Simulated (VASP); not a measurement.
# BPd16 in VASP: single point with PBE

Aim: the single point of BPd16 with PBE.

Program: VASP 6.6.1. These are calculated values, not measurements. Logs are shortened: lines on timing, memory, paths and dates and some standing lists are left out, and cuts for length are marked.

## Step 1: The cell of the first run

The cell holds a slab with vacuum, 17 atoms: a = 7.780 Å, b = 5.501 Å, c = 16.126 Å, α = 90.00°, β = 90.00°, γ = 90.00°.

## Step 2: Single point, PBE

File INCAR:

```
PREC = Accurate
ENCUT = 520
EDIFF = 1E-6
ISMEAR = -1
SIGMA = 0.15
LREAL = Auto
LASPH = T
NELM = 100
ALGO = Normal
ISIF = 2
LWAVE = F
LCHARG = F
GGA = PE
NBANDS = 96
```

File KPOINTS:

```
Automatic mesh
0
Gamma
  2 3 1
```

File POSCAR:

```
BPd16
1.0
    7.7800000000      0.0000000000      0.0000000000
    0.0000000000      5.5012910000      0.0000000000
    0.0000000000      0.0000000000     16.1259680000
Pd B
16 1
Direct
    0.2500000000      0.2500000000      0.0620118000
    0.7500000000      0.2500000000      0.0620118000
    0.2500000000      0.7500000000      0.0620118000
    0.7500000000      0.7500000000      0.0620118000
    0.0143398430      0.0010506252      0.1499605263
    0.4858403154      0.0012387840      0.1497576883
    0.0142792603      0.4997281264      0.1497990297
    0.4855746026      0.5000258691      0.1497918027
    0.2501714531      0.2513002976      0.2514066173
    0.7499880466      0.2502564908      0.2245146457
    0.2497308307      0.7513009690      0.2548321964
    0.7499078892      0.7499470877      0.2213887276
   -0.0441951949     -0.0012102100      0.3322929260
    0.5434728257     -0.0003499376      0.3318564200
   -0.0441658082      0.5021721515      0.3320376922
    0.5439688787      0.5027406754      0.3321481186
    0.7495624350      0.7519414157      0.3478125437
```

Potentials or basis: VASP PAW PBE potentials, release 64 (Pd, B).

Run with:

```
$ cat potpaw_PBE.64/Pd/POTCAR potpaw_PBE.64/B/POTCAR > POTCAR
$ mpirun -np 1 vasp_std > vasp.out
```

OUTCAR:

```text
PREC = Accurate
   ENCUT = 520
   EDIFF = 1E-6
   ISMEAR = -1
   LREAL = Auto
   LASPH = T
   NELM = 100
   ISIF = 2
   GGA = PE

 ion  position               nearest neighbor table
   1  0.250  0.250  0.062-   6 2.69   5 2.69   7 2.69   8 2.69   3 2.75   3 2.75   9 3.05
   2  0.750  0.250  0.062-  10 2.62   4 2.75   4 2.75   6 2.85   5 2.85   7 2.85   8 2.85
   3  0.250  0.750  0.062-   8 2.69   7 2.69   6 2.70   5 2.70   1 2.75   1 2.75  11 3.11
   4  0.750  0.750  0.062-  12 2.57   2 2.75   2 2.75   8 2.85   7 2.85   6 2.85   5 2.85
   5  0.014  0.001  0.150-   1 2.69   3 2.70  12 2.73   7 2.74  10 2.75   7 2.76   9 2.82  11 2.85
                             2 2.85   4 2.85  13 2.98
   6  0.486  0.001  0.150-   1 2.69   3 2.70  12 2.73   8 2.74  10 2.75   8 2.76   9 2.82   2 2.85
                            11 2.85   4 2.85  14 2.97
   7  0.014  0.500  0.150-   1 2.69   3 2.69  12 2.73   5 2.74  10 2.75   5 2.76   9 2.81   2 2.85
                             4 2.85  11 2.85  15 2.97
   8  0.486  0.500  0.150-   3 2.69   1 2.69  12 2.73   6 2.74  10 2.75   6 2.76   9 2.81   4 2.85
                             2 2.85  11 2.85  16 2.98
   9  0.250  0.251  0.251-  11 2.75  11 2.75   8 2.81   7 2.81   5 2.82   6 2.82  14 2.97  16 2.97
                            15 2.97  13 2.98   1 3.05
  10  0.750  0.250  0.225-   2 2.62  14 2.73  15 2.74  13 2.74  16 2.74   6 2.75   5 2.75  12 2.75
                             7 2.75   8 2.75  12 2.75
  11  0.250  0.751  0.255-   9 2.75   9 2.75   5 2.85   6 2.85   7 2.85   8 2.85  14 2.94  13 2.94
                            15 2.94  16 2.94   3 3.11
  12  0.750  0.750  0.221-  17 2.04   4 2.57   8 2.73   7 2.73   6 2.73   5 2.73  10 2.75  10 2.75
                            16 2.76  15 2.76  13 2.76  14 2.76
  13  0.956  0.999  0.332-  17 2.12  15 2.73  10 2.74  12 2.76  15 2.77  11 2.94   5 2.98   9 2.98
                            14 3.21
  14  0.543  1.000  0.332-  17 2.12  16 2.73  10 2.73  12 2.76  16 2.77  11 2.94   9 2.97   6 2.97
                            13 3.21
  15  0.956  0.502  0.332-  17 2.13  13 2.73  10 2.74  12 2.76  13 2.77  11 2.94   9 2.97   7 2.97
                            16 3.20
  16  0.544  0.503  0.332-  17 2.12  14 2.73  10 2.74  12 2.76  14 2.77  11 2.94   9 2.97   8 2.98
                            15 3.20
  17  0.750  0.752  0.348-  12 2.04  13 2.12  14 2.12  16 2.12  15 2.13

  LATTYP: Found a simple orthorhombic cell.
 ALAT       =     5.5012910000
 B/A-ratio  =     1.4142135001
 C/A-ratio  =     2.9313061243

  Lattice vectors:

 A1 = (   0.0000000000,  -5.5012910000,   0.0000000000)
 A2 = (   7.7800000000,   0.0000000000,   0.0000000000)
 A3 = (   0.0000000000,   0.0000000000,  16.1259680000)

Analysis of symmetry for initial positions (statically):
=====================================================================
 Subroutine PRICEL returns:
 Original cell was already a primitive cell.

 Routine SETGRP: Setting up the symmetry group for a
 simple orthorhombic supercell.

 Subroutine GETGRP returns: Found  1 space group operations
 (whereof  1 operations were pure point group operations)
 out of a pool of  8 trial point group operations.

The static configuration has the point symmetry C_1 .

Analysis of symmetry for dynamics (positions and initial velocities):
=====================================================================
 Subroutine PRICEL returns:
 Original cell was already a primitive cell.

 Routine SETGRP: Setting up the symmetry group for a
 simple orthorhombic supercell.

 Subroutine GETGRP returns: Found  1 space group operations
 (whereof  1 operations were pure point group operations)
 out of a pool of  8 trial point group operations.

The dynamic configuration has the point symmetry C_1 .

 Subroutine INISYM returns: Found  1 space group operations
 (whereof  1 operations are pure point group operations),
 and found     1 'primitive' translations

----------------------------------------------------------------------------------------

                                     Primitive cell

  volume of cell :     690.1921

  direct lattice vectors                    reciprocal lattice vectors
     7.780000000  0.000000000  0.000000000     0.128534704  0.000000000  0.000000000
     0.000000000  5.501291000  0.000000000     0.000000000  0.181775514  0.000000000
     0.000000000  0.000000000 16.125968000     0.000000000  0.000000000  0.062011781

  length of vectors
     7.780000000  5.501291000 16.125968000     0.128534704  0.181775514  0.062011781

  position of ions in fractional coordinates (direct lattice)
     0.250000000  0.250000000  0.062011800
     0.750000000  0.250000000  0.062011800
     0.250000000  0.750000000  0.062011800
     0.750000000  0.750000000  0.062011800
     0.014339843  0.001050625  0.149960526
     0.485840315  0.001238784  0.149757688
[... 9 lines left out ...]
     0.543968879  0.502740675  0.332148119
     0.749562435  0.751941416  0.347812544

  ion indices of the primitive-cell ions
   primitive index   ion index
                 1           1
                 2           2
                 3           3
                 4           4
                 5           5
                 6           6
[... 9 lines left out ...]
                16          16
                17          17

----------------------------------------------------------------------------------------

 KPOINTS: Automatic mesh

Automatic generation of k-mesh.
 Grid dimensions read from file:
 generate k-points for:    2    3    1

 Generating k-lattice:

  Cartesian coordinates                     Fractional coordinates (reciprocal lattice)
     0.064267352  0.000000000  0.000000000     0.500000000  0.000000000  0.000000000
     0.000000000  0.060591838  0.000000000     0.000000000  0.333333333  0.000000000
     0.000000000  0.000000000  0.062011781     0.000000000  0.000000000  1.000000000

  Length of vectors
     0.064267352  0.060591838  0.062011781

  Shift w.r.t. Gamma in fractional coordinates (k-lattice)
     0.000000000  0.000000000  0.000000000

 Subroutine IBZKPT returns following result:
 ===========================================

 Found      4 irreducible k-points:

 Following reciprocal coordinates:
            Coordinates               Weight
  0.000000  0.000000  0.000000      1.000000
  0.500000  0.000000  0.000000      1.000000
  0.000000  0.333333  0.000000      2.000000
  0.500000  0.333333  0.000000      2.000000
   k-points           NKPTS =      4   k-points in BZ     NKDIM =      4   number of bands    NBANDS=     96
   number of dos      NEDOS =    301   number of ions     NIONS =     17
   total plane-waves  NPLWV = 302400
   dimension x,y,z NGX =    60 NGY =   42 NGZ =  120
   dimension x,y,z NGXF=   120 NGYF=   84 NGZF=  240
   ions per type =              16   1
   NGX,Y,Z   is equivalent  to a cutoff of  12.82, 12.69, 12.37 a.u.
   NGXF,Y,Z  is equivalent  to a cutoff of  25.64, 25.38, 24.74 a.u.
 SYSTEM =  unknown system
   PREC   = accura    normal or accurate (medium, high low for compatibility)
   ISTART =      0    job   : 0-new  1-cont  2-samecut
   ICHARG =      2    charge: 1-file 2-atom 10-const
   ISPIN  =      1    spin polarized calculation?
   LNONCOLLINEAR =      F non collinear calculations
   LSORBIT =      F    spin-orbit coupling
   LASPH  =      T    aspherical Exc in radial PAW
   ENCUT  =  520.0 eV  38.22 Ry    6.18 a.u.  14.47 10.23 29.98*2*pi/ulx,y,z
   NELM   =    100;   NELMIN=  2; NELMDL= -5     # of ELM steps
   EDIFF  = 0.1E-05   stopping-criterion for ELM
   LREAL  =      T    real-space projection
   EDIFFG = 0.1E-04   stopping-criterion for IOM
   NSW    =      0    number of steps for IOM
   IBRION =     -1    ionic relax: 0-MD 1-quasi-New 2-CG
   NFREE  =      0    steps in history (QN), initial steepest desc. (CG)
   ISIF   =      2    stress and relaxation
   ISYM   =      2    0-nonsym 1-usesym 2-fastsym
   POTIM  = 0.5000    time-step for ionic-motion
   TEBEG  =    0.0;   TEEND  =   0.0 temperature during run
   PSTRESS=    0.0 pullay stress
   NELECT =     163.0000    total number of electrons
   NUPDOWN=      -1.0000    fix difference up-down
   EMIN   =  10.00;   EMAX   =-10.00  energy-range for DOS
   EFERMI =   0.00;   METHOD = LEGACY
   ISMEAR =    -1;   SIGMA  =   0.15  broadening in eV -4-tet -1-fermi 0-gaus
   EFERMI_NEDOS =   21; number of points for ismear=-14 and -15
   IALGO  =     38    algorithm
   IMIX   =      4    mixing-type and parameters
     AMIX     =   0.40;   BMIX     =  1.00
     AMIX_MAG =   1.60;   BMIX_MAG =  1.00
  volume/ion in A,a.u.               =      40.60       273.98
  Fermi-wavevector in a.u.,A,eV,Ry     =   1.011923  1.912257 13.932198  1.023988
  Thomas-Fermi vector in A             =   2.145001
   LORBIT       =      0    0 simple, 1 ext, 2 COOP (PROOUT), +10 PAW based schemes
   GGA     = PE    functional components
   LHFCALC =     F    Hartree Fock is set to
   AEXX    =    0.0000 exact exchange contribution
   IVDW    =     0    specifies the selected vdW correction
   LEPSILON=     F    determine dielectric tensor
   LRPA    =     F    only Hartree local field effects (RPA)
 non-spin polarized calculation
  energy-cutoff  :      520.00
  volume of cell :      690.19
 maximum number of plane-waves:     18584
 NGX is ok and might be reduce to    60
   NGX = 29   NGY = 21   NGZ = 59

 number of electron     163.0000022 magnetization

 Free energy of the ion-electron system (eV)
  ---------------------------------------------------
  ext. energy  EPLUGINS =         0.00000000
  ---------------------------------------------------
  free energy    TOTEN  =       -83.29228531 eV

  energy without entropy =      -81.34238293  energy(sigma->0) =      -82.31733412

 E-fermi :   0.1925     XC(G=0):  -5.8531

 val. band max:        0.1856338835   @ k =   0.0000   0.3333   0.0000
 cond. band min:       0.1932180744   @ k =   0.0000   0.0000   0.0000
 fundamental gap:      0.0075841909
 Fermi energy:         0.1925038495

 k-point     1 :       0.0000    0.0000    0.0000
  band No.  band energies     occupation
      1      -7.9091      2.00000
      2      -5.4418      2.00000
      3      -4.9999      2.00000
      4      -4.7786      2.00000
      5      -4.6272      2.00000
      6      -4.3721      2.00000
[... 373 lines left out ...]
     92       3.3258      0.00000
     93       3.3843      0.00000
 [bands above 93 left out]

------------------------ aborting loop because EDIFF is reached ----------------------------------------

  FORCE on cell =-STRESS in cart. coord.  units (eV):
  Direction    XX          YY          ZZ          XY          YZ          ZX
  --------------------------------------------------------------------------------------
  -------------------------------------------------------------------------------------
  Total      -13.6853769     -4.8288066     -0.3953551      0.0285132     -0.0556932      0.0215350
  in kB      -31.7685458    -11.2093490     -0.9177576      0.0661890     -0.1292835      0.0499902
  external PRESSURE =     -14.6318841 kB  Pullay stress =       0.0000000 kB

 VOLUME and BASIS-vectors are now :
 -----------------------------------------------------------------------------
  energy-cutoff  :      520.00
  volume of cell :      690.19
      direct lattice vectors                 reciprocal lattice vectors
     7.780000000  0.000000000  0.000000000     0.128534704  0.000000000  0.000000000
     0.000000000  5.501291000  0.000000000     0.000000000  0.181775514  0.000000000
     0.000000000  0.000000000 16.125968000     0.000000000  0.000000000  0.062011781

 POSITION                                       TOTAL-FORCE (eV/Angst)
 -----------------------------------------------------------------------------------
      1.94500      1.37532      1.00000        -0.002732      0.005595      0.146039
      5.83500      1.37532      1.00000         0.001931      0.003435      0.072716
      1.94500      4.12597      1.00000        -0.003895      0.011333      0.243545
      5.83500      4.12597      1.00000         0.001791      0.004995     -0.370541
      0.11156      0.00578      2.41826         0.001652     -0.007956     -0.002154
      3.77984      0.00681      2.41499        -0.010904     -0.009892      0.000817
[... 9 lines left out ...]
      4.23208      2.76572      5.35621        -0.005860     -0.007630     -0.022070
      5.83160      4.13665      5.60881         0.011094     -0.018009      0.056380
 -----------------------------------------------------------------------------------
    total drift:                                0.000822     -0.011890     -0.001685

  FREE ENERGIE OF THE ION-ELECTRON SYSTEM (eV)
  ---------------------------------------------------
  free  energy   TOTEN  =       -83.2922853108 eV

  energy  without entropy=      -81.3423829266  energy(sigma->0) =      -82.31733412
```

Run time: 16 min. Hardware: 1 thread of Intel Xeon Platinum 8375C at 2.90GHz (Ice Lake), shared host; peak memory 0.69 GiB.

What came out:

* Free energy: -83.2923 eV
* Largest force: 0.371 eV/Å
* Band gap on the k mesh: zero (an odd number of electrons rules out a gap without spin polarisation)

Forces on the atoms (eV/Å):
```
Pd  -0.003  0.006  0.146
Pd   0.002  0.003  0.073
Pd  -0.004  0.011  0.244
Pd   0.002  0.005 -0.371
Pd   0.002 -0.008 -0.002
Pd  -0.011 -0.010  0.001
Pd   0.001  0.001  0.004
Pd   0.006 -0.009  0.006
Pd  -0.009 -0.007 -0.007
Pd   0.000  0.006  0.012
Pd   0.006 -0.010 -0.009
Pd   0.004  0.017 -0.072
Pd   0.008  0.021 -0.027
Pd  -0.008  0.003 -0.013
Pd  -0.001 -0.002 -0.019
Pd  -0.006 -0.008 -0.022
B    0.011 -0.018  0.056
```

Caveat: the k points lie up to 0.40 Å⁻¹ apart, too coarse for converged energies and pressures of a metal.
